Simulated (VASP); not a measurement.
# Si2Mo (I4/mmm) in VASP: settings compared, part 3 of 3

VASP 6.6.1. The steps go on from the part before.

### Step 6. Relaxation of cell and atoms, LDA

This run uses another cell than the first one, of 13.42 Å³/atom, 1.004 times its volume.

INCAR

```
ALGO = Normal ; EDIFF = 1E-6
EDIFFG = -0.01 ; ENCUT = 600
GGA = CA ; IBRION = 2
ISIF = 3 ; ISMEAR = -1
LASPH = True ; LCHARG = False
LREAL = False ; LWAVE = False
NELM = 80 ; NSW = 80
PREC = Accurate ; SIGMA = 0.1
```

KPOINTS

```
k-points
0
Gamma
  10 10 10
```

POSCAR

```
Si2Mo
1.0
   -1.6000000000      1.6000000000      3.9305000000
    1.6000000000     -1.6000000000      3.9305000000
    1.6000000000      1.6000000000     -3.9305000000
Si Mo
2 1
Direct
    0.3330000000      0.3330000000      0.0000000000
    0.6670000000      0.6670000000      0.0000000000
    0.0000000000      0.0000000000      0.0000000000
```

Potentials or basis: VASP PAW LDA potentials, release 64 (Si, Mo_sv).

Launch:

```console
cat potpaw_LDA.64/Si/POTCAR potpaw_LDA.64/Mo_sv/POTCAR > POTCAR
mpirun -np 1 vasp_std > vasp.out
```

OUTCAR:

```text
EDIFF = 1E-6
   EDIFFG = -0.01
   ENCUT = 600
   GGA = CA
   IBRION = 2
   ISIF = 3
   ISMEAR = -1
   LASPH = True
   LREAL = False
   NELM = 80
   NSW = 80
   PREC = Accurate

 ion  position               nearest neighbor table
   1  0.333  0.333  0.000-   2 2.61   2 2.61   2 2.61   2 2.61   3 2.62   3 2.62   3 2.62   3 2.62
                             3 2.62   2 2.63
   2  0.667  0.667  0.000-   1 2.61   1 2.61   1 2.61   1 2.61   3 2.62   3 2.62   3 2.62   3 2.62
                             3 2.62   1 2.63
   3  0.000  0.000  0.000-   2 2.62   1 2.62   2 2.62   1 2.62   2 2.62   1 2.62   1 2.62   2 2.62
                             1 2.62   2 2.62

  LATTYP: Found a body centered tetragonal cell.
 ALAT       =     3.2000000000
 C/A-ratio  =     2.4565625000

  Lattice vectors:

 A1 = (  -1.6000000000,   1.6000000000,   3.9305000000)
 A2 = (   1.6000000000,  -1.6000000000,   3.9305000000)
 A3 = (   1.6000000000,   1.6000000000,  -3.9305000000)

Analysis of symmetry for initial positions (statically):
=====================================================================
 Subroutine PRICEL returns:
 Original cell was already a primitive cell.

 Routine SETGRP: Setting up the symmetry group for a
 body centered tetragonal supercell.

 Subroutine GETGRP returns: Found 16 space group operations
 (whereof 16 operations were pure point group operations)
 out of a pool of 16 trial point group operations.

The static configuration has the point symmetry D_4h.

Analysis of symmetry for dynamics (positions and initial velocities):
=====================================================================
 Subroutine PRICEL returns:
 Original cell was already a primitive cell.

 Routine SETGRP: Setting up the symmetry group for a
 body centered tetragonal supercell.

 Subroutine GETGRP returns: Found 16 space group operations
 (whereof 16 operations were pure point group operations)
 out of a pool of 16 trial point group operations.

The dynamic configuration has the point symmetry D_4h.

 Subroutine INISYM returns: Found 16 space group operations
 (whereof 16 operations are pure point group operations),
 and found     1 'primitive' translations

----------------------------------------------------------------------------------------

                                     Primitive cell

  volume of cell :      40.2483

  direct lattice vectors                    reciprocal lattice vectors
    -1.600000000  1.600000000  3.930500000     0.000000000  0.312500000  0.127210279
     1.600000000 -1.600000000  3.930500000     0.312500000  0.000000000  0.127210279
     1.600000000  1.600000000 -3.930500000     0.312500000  0.312500000  0.000000000

  length of vectors
     4.535287229  4.535287229  4.535287229     0.337399918  0.337399918  0.441941738

  position of ions in fractional coordinates (direct lattice)
     0.333000000  0.333000000  0.000000000
     0.667000000  0.667000000  0.000000000
     0.000000000  0.000000000  0.000000000

  ion indices of the primitive-cell ions
   primitive index   ion index
                 1           1
                 2           2
                 3           3

----------------------------------------------------------------------------------------

 KPOINTS: k-points

Automatic generation of k-mesh.
 Grid dimensions read from file:
[... 59 lines left out ...]
   ISPIN  =      1    spin polarized calculation?
   LNONCOLLINEAR =      F non collinear calculations
   LSORBIT =      F    spin-orbit coupling
   LASPH  =      T    aspherical Exc in radial PAW
   ENCUT  =  600.0 eV  44.10 Ry    6.64 a.u.   9.06  9.06  9.06*2*pi/ulx,y,z
   NELM   =     80;   NELMIN=  2; NELMDL= -5     # of ELM steps
   EDIFF  = 0.1E-05   stopping-criterion for ELM
   LREAL  =      F    real-space projection
   EDIFFG = -.1E-01   stopping-criterion for IOM
   NSW    =     80    number of steps for IOM
   IBRION =      2    ionic relax: 0-MD 1-quasi-New 2-CG
   NFREE  =      1    steps in history (QN), initial steepest desc. (CG)
   ISIF   =      3    stress and relaxation
   ISYM   =      2    0-nonsym 1-usesym 2-fastsym
   POTIM  = 0.5000    time-step for ionic-motion
   TEBEG  =    0.0;   TEEND  =   0.0 temperature during run
   PSTRESS=    0.0 pullay stress
   NELECT =      22.0000    total number of electrons
   NUPDOWN=      -1.0000    fix difference up-down
   EMIN   =  10.00;   EMAX   =-10.00  energy-range for DOS
   EFERMI =   0.00;   METHOD = LEGACY
   ISMEAR =    -1;   SIGMA  =   0.10  broadening in eV -4-tet -1-fermi 0-gaus
   EFERMI_NEDOS =   21; number of points for ismear=-14 and -15
   IALGO  =     38    algorithm
   IMIX   =      4    mixing-type and parameters
     AMIX     =   0.40;   BMIX     =  1.00
     AMIX_MAG =   1.60;   BMIX_MAG =  1.00
  volume/ion in A,a.u.               =      13.42        90.54
  Fermi-wavevector in a.u.,A,eV,Ry     =   1.338546  2.529484 24.377614  1.791704
  Thomas-Fermi vector in A             =   2.467007
   LORBIT       =      0    0 simple, 1 ext, 2 COOP (PROOUT), +10 PAW based schemes
   GGA     = CA    functional components
   LHFCALC =     F    Hartree Fock is set to
   AEXX    =    0.0000 exact exchange contribution
   IVDW    =     0    specifies the selected vdW correction
   LEPSILON=     F    determine dielectric tensor
   LRPA    =     F    only Hartree local field effects (RPA)
 conjugate gradient relaxation of ions
 non-spin polarized calculation
  energy-cutoff  :      600.00
  volume of cell :       40.25
 maximum number of plane-waves:      1359
   NGX = 19   NGY = 19   NGZ = 19

--------------------------------------- Ionic step        1  -------------------------------------------

 number of electron      22.0000000 magnetization

 Free energy of the ion-electron system (eV)
  ---------------------------------------------------
  ext. energy  EPLUGINS =         0.00000000
  ---------------------------------------------------
  free energy    TOTEN  =       -25.79980810 eV

  energy without entropy =      -25.78775967  energy(sigma->0) =      -25.79378389

------------------------ aborting loop because EDIFF is reached ----------------------------------------

  FORCE on cell =-STRESS in cart. coord.  units (eV):
  Direction    XX          YY          ZZ          XY          YZ          ZX
  --------------------------------------------------------------------------------------
  -------------------------------------------------------------------------------------
  Total       -1.2327937     -1.2327937     -1.6806463      0.0000000     -0.0000000      0.0000000
  in kB      -49.0742009    -49.0742009    -66.9020070      0.0000000     -0.0000000      0.0000000
  external PRESSURE =     -55.0168029 kB  Pullay stress =       0.0000000 kB
[... 283 lines left out ...]
--------------------------------------- Ionic step        9  -------------------------------------------

 number of electron      22.0000000 magnetization

 Free energy of the ion-electron system (eV)
  ---------------------------------------------------
  ext. energy  EPLUGINS =         0.00000000
  ---------------------------------------------------
  free energy    TOTEN  =       -25.82357211 eV

  energy without entropy =      -25.81335842  energy(sigma->0) =      -25.81846526

 E-fermi :  12.5204     XC(G=0): -12.6632

 val. band max:       12.4424854042   @ k =  -0.2000  -0.3000   0.2000
 cond. band min:      12.5422043938   @ k =   0.5000   0.5000   0.3000
 fundamental gap:      0.0997189896
 Fermi energy:        12.5203577433

 k-point     1 :       0.0000    0.0000    0.0000
  band No.  band energies     occupation
      1     -47.7900      2.00000
      2     -22.1531      2.00000
      3     -22.0575      2.00000
      4     -22.0575      2.00000
      5      -0.9915      2.00000
      6       6.0299      2.00000
      7       9.1784      2.00000
      8       9.3548      2.00000
      9       9.8777      2.00000
     10       9.8777      2.00000
     11      12.9300      0.03271
     12      15.7395      0.00000
     13      15.8193      0.00000
     14      16.1202      0.00000
[... 401 lines left out ...]
      2     -22.2876      2.00000
      3     -22.2103      2.00000
      4     -22.1154      2.00000
      5       3.1069      2.00000
      6       4.1669      2.00000
      7       6.7612      2.00000
      8       8.6304      2.00000
      9       9.5174      2.00000
     10      10.2616      2.00000
     11      10.6153      2.00000
     12      13.1097      0.00550
     13      14.0591      0.00000
     14      15.9779      0.00000
     15      17.5988      0.00000

 [... further k-points ...]

------------------------ aborting loop because EDIFF is reached ----------------------------------------

  FORCE on cell =-STRESS in cart. coord.  units (eV):
  Direction    XX          YY          ZZ          XY          YZ          ZX
  --------------------------------------------------------------------------------------
  -------------------------------------------------------------------------------------
  Total       -0.0013103     -0.0013103      0.0013892      0.0000000      0.0000000      0.0000000
  in kB       -0.0534235     -0.0534235      0.0566379      0.0000000      0.0000000      0.0000000
  external PRESSURE =      -0.0167363 kB  Pullay stress =       0.0000000 kB
[... 18 lines left out ...]
  FREE ENERGIE OF THE ION-ELECTRON SYSTEM (eV)
  ---------------------------------------------------
  free  energy   TOTEN  =       -25.8235721064 eV

  energy  without entropy=      -25.8133584207  energy(sigma->0) =      -25.81846526

 reached required accuracy - stopping structural energy minimisation
```

OSZICAR:

```text
N       E                     dE             d eps       ncg     rms          rms(c)
DAV:   1     0.144613584029E+03    0.14461E+03   -0.12235E+04  3060   0.156E+03
DAV:   2    -0.224396990452E+02   -0.16705E+03   -0.16483E+03  3571   0.369E+02
[... 61 lines left out ...]
   8 F= -.25823561E+02 E0= -.25818438E+02  d E =0.463731E-05
       N       E                     dE             d eps       ncg     rms          rms(c)
DAV:   1    -0.258236719126E+02   -0.11140E-03   -0.22644E-03  3480   0.553E-01    0.133E-01
DAV:   2    -0.258235871226E+02    0.84790E-04   -0.87752E-04  3445   0.247E-01    0.339E-02
DAV:   3    -0.258235731636E+02    0.13959E-04   -0.73506E-05  3438   0.562E-02    0.904E-03
DAV:   4    -0.258235719826E+02    0.11810E-05   -0.61444E-06  3361   0.242E-02    0.782E-03
DAV:   5    -0.258235721064E+02   -0.12371E-06   -0.30229E-07  1593   0.544E-03
   9 F= -.25823572E+02 E0= -.25818465E+02  d E =-.655796E-05
```

It took 2.3 min on 1 thread of Intel Xeon 6975P-C (Granite Rapids), shared host; peak memory 0.22 GiB.

Results:

* Free energy: -25.8236 eV
* Relaxed volume: 13.10 Å³/atom
* Relaxed cell: a = 4.494 Å, b = 4.494 Å, c = 4.494 Å, α = 138.60°, β = 138.60°, γ = 59.99°
* Space group after relaxing (to 0.05 Å): I4/mmm (No. 139)
* Energy gained by relaxing: 7.9 meV/atom
* Ionic steps: 9
* Pressure after relaxing: 0.0 GPa
* Band gap on the k mesh: zero (band 11 reaches 13.02 eV, above the bottom of band 12 at 12.09 eV)

Forces in eV/Å, atoms in the order of the input:
```
Si   0.000  0.000 -0.003
Si   0.000  0.000  0.003
Mo   0.000  0.000  0.000
```

The path:
```tsv
step	energy change (eV)	largest force (eV/Å)	pressure (GPa)	volume (Å³)
1	0.0000	0.3676	-5.50	40.25
2	0.0330	0.1186	11.05	37.62
3	-0.0215	0.2039	0.33	39.21
4	-0.0215	0.2001	0.43	39.19
5	-0.0237	0.0267	0.14	39.27
6	-0.0238	0.0017	0.11	39.28
7	-0.0238	0.0059	0.10	39.28
8	-0.0238	0.0011	-0.15	39.32
9	-0.0238	0.0025	0.00	39.30
```

Final structure:
```yaml
crystal:
  lattice:
    - [-1.58869, 1.58869, 3.89245]
    - [1.58869, -1.58869, 3.89245]
    - [1.58869, 1.58869, -3.89245]
  atoms:
    - { symbol: Si, position: [0.33525, 0.33525, 0.00000] }
    - { symbol: Si, position: [0.66475, 0.66475, 0.00000] }
    - { symbol: Mo, position: [0.00000, 0.00000, 0.00000] }
```

### Step 7. The runs side by side

| task | level | potentials or basis | cell | k mesh | cutoff (eV) | gap on the mesh (eV) | pressure (GPa) | relaxed volume (Å³/atom) | largest force (eV/Å) |
| --- | --- | --- | --- | --- | --- | --- | --- | --- | --- |
| single point | r2SCAN | VASP PAW PBE potentials, release 64 (Si, Mo_sv) | a = 4.518 Å, angles 138.5, 138.5, 60.2°, 3 atoms | 10 × 10 × 10 | 520 | none | 0.3 | - | 0.01 |
| single point | r2SCAN | VASP PAW PBE potentials, release 64 (Si, Mo_sv) | a = 4.426 Å, angles 138.5, 138.5, 60.2°, 3 atoms | 13 × 13 × 13 | 520 | none | 16.0 | - | 0.01 |
| relaxation of cell and atoms | PBE | VASP PAW PBE potentials, release 64 (Si, Mo_sv) | relaxed from a = 4.535 Å, angles 138.7, 138.7, 59.9°, 3 atoms | 10 × 10 × 10 | 600 | none | 0.0 | 13.59 | - |
| relaxation of cell and atoms | PBEsol | VASP PAW PBE potentials, release 64 (Si, Mo_sv) | relaxed from a = 4.535 Å, angles 138.7, 138.7, 59.9°, 3 atoms | 10 × 10 × 10 | 600 | none | 0.0 | 13.29 | - |
| relaxation of cell and atoms | LDA | VASP PAW LDA potentials, release 64 (Si, Mo_sv) | relaxed from a = 4.535 Å, angles 138.7, 138.7, 59.9°, 3 atoms | 10 × 10 × 10 | 600 | none | 0.0 | 13.10 | - |

Alike in all rows: no spin polarisation; smearing fermi-dirac 0.1 eV.

Caveats: the PAW data sets were made with another functional, which shifts forces and pressure a little (some runs).

Absolute energies hang on the potentials; compare differences alone.
